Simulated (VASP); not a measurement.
Wanted: the native input for a VASP 6.6.1 run.

| Item | Value |
| --- | --- |
| Task | single point |
| Functional | PBE |
| Dispersion | D3(BJ) |
| Potentials or basis | VASP PAW PBE potentials, release 64 (S, Pt) |
| Cutoff | 520 eV |
| k mesh | 9 × 9 × 1 |
| Occupations | gaussian, width 0.05 eV |
| Spin | no spin polarisation |
| Dipole correction | yes |
| Further INCAR settings | ALGO = Normal; EDIFF = 1e-06; NBANDS = 31 |

The structure of PtS2 lies in POSCAR:

```
PtS2
1.0
    3.5415278079      0.0000000000      0.0000000000
   -1.7707639039      3.0670530498      0.0000000000
    0.0000000000      0.0000000000     22.4670615492
S Pt
4 2
Direct
    0.6666666667      0.3333333333      0.2002932155
    0.3333333333      0.6666666667      0.3108341854
    0.5555555556      0.4444444444      0.4648374133
    0.8888888889      0.1111111111      0.5753783832
    0.0000000000      0.0000000000      0.2555637004
    1.2222222222      0.7777777778      0.5201078982
```

This cell differs from its parent crystal: layers slid over each other.

These files were run (other wordings do the same):

INCAR

```
SYSTEM = PtS2
PREC = Accurate
ENCUT = 520
EDIFF = 1E-6
ISMEAR = 0
SIGMA = 0.05
LREAL = .FALSE.
LASPH = .TRUE.
NELM = 80
ALGO = Normal
ISIF = 2
LWAVE = .FALSE.
LCHARG = .TRUE.
LDIPOL = .TRUE.
IDIPOL = 3
DIPOL = 0.5 0.5 0.388
GGA = PE
IVDW = 12
LELF = .TRUE.
LVHAR = .TRUE.
LVACPOTAV = .TRUE.
NBANDS = 31
```

KPOINTS

```
regular mesh
0
G
  9 9 1
  0 0 0
```

Potentials or basis: VASP PAW PBE potentials, release 64 (S, Pt).

Run with:

```console
$ cat potpaw_PBE.64/S/POTCAR potpaw_PBE.64/Pt/POTCAR > POTCAR
$ mpirun -np 1 vasp_std > vasp.out
```

It gave:

```
Largest force              : 0.074 eV/Å
Band gap on the k mesh     : 1.46 eV (least direct gap 1.58 eV)
Dispersion energy per atom : -0.315 eV
```

Caveat: the cell differs from its parent crystal (layers slid over each other); spin-orbit coupling is left out, which moves the levels of the heavy elements.

It took 2.7 min on 1 thread of AMD EPYC 9R45 96-Core Processor (Zen 5) (shared host), peak memory 0.41 GiB.
